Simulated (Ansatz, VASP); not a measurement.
# Bi: VASP beside Ansatz

Contents of INCAR:

```
SYSTEM = Bi
  PREC = Accurate
  ENCUT = 500
  EDIFF = 1E-6
  ISMEAR = -1
  SIGMA = 0.1
  LREAL = .FALSE.
  LASPH = .TRUE.
  NELM = 120
  ALGO = Normal
  ISIF = 2
  LWAVE = .FALSE.
  LCHARG = .TRUE.
  GGA = CA
  LELF = .TRUE.
  LVHAR = .TRUE.
  NBANDS = 14
  GGA_COMPAT = .FALSE.
```

Contents of KPOINTS:

```
regular mesh
0
G
  14 14 14
  0 0 0
```

File POSCAR:

```
Bi
1.0
    0.0000000000      1.8080247508      1.8080247508
    1.8080247508      0.0000000000      1.8080247508
    1.8080247508      1.8080247508      0.0000000000
Bi
1
Direct
    0.0000000000      0.0000000000      0.0000000000
```

Input for Ansatz:

```yaml
crystal:
  lattice:
    - [0.0, 1.8080247508, 1.8080247508]
    - [1.8080247508, 0.0, 1.8080247508]
    - [1.8080247508, 1.8080247508, 0.0]
  atoms:
    - { symbol: Bi, position: [0.0, 0.0, 0.0] }
kpoints:
  mp_grid: { grid: [14, 14, 14] }
scf:
  occupations: { method: fermi_dirac, width: 0.1 }
hamiltonian:
  xc: lda
  pseudopotentials: { kind: paw, source: ansatz }
output:
  forces: true
  stress: true
  eigenvalues: true
  write_density: true
  write_potential: true
  elf: true
  volumetric_format: npy
```

Change from the starting cell: volume scaled by 0.4, PAW files, source ansatz.

Alike in both runs: task single point; functional LDA; k mesh 14 × 14 × 14; occupations fermi-dirac, width 0.1 eV; no spin polarisation.

```csv
,VASP,Ansatz
version,VASP 6.6.1,Ansatz 0.2.0
potentials or method,"VASP PAW LDA potentials, release 64 (Bi_d)","PAW with other files of Ansatz's library (source ansatz), scalar-relativistic"
plane-wave cutoff (eV),500,500
valence electrons in the cell,15,23
```

```csv
,VASP,Ansatz,Ansatz less VASP
pressure (GPa),495.3,492.7,-2.54
```

LDA's correlation is that of Perdew and Zunger in VASP and of Perdew and Wang (1992) in Ansatz. Both programs put the cell under a high pressure, so it lies far from rest at this level. VASP's potentials hold 15 valence electrons a cell and Ansatz's 23, so a difference there can come from the potentials and not from the codes.

Neither program's run includes spin-orbit coupling. Noted on VASP's run: the cell as given lies far from equilibrium.
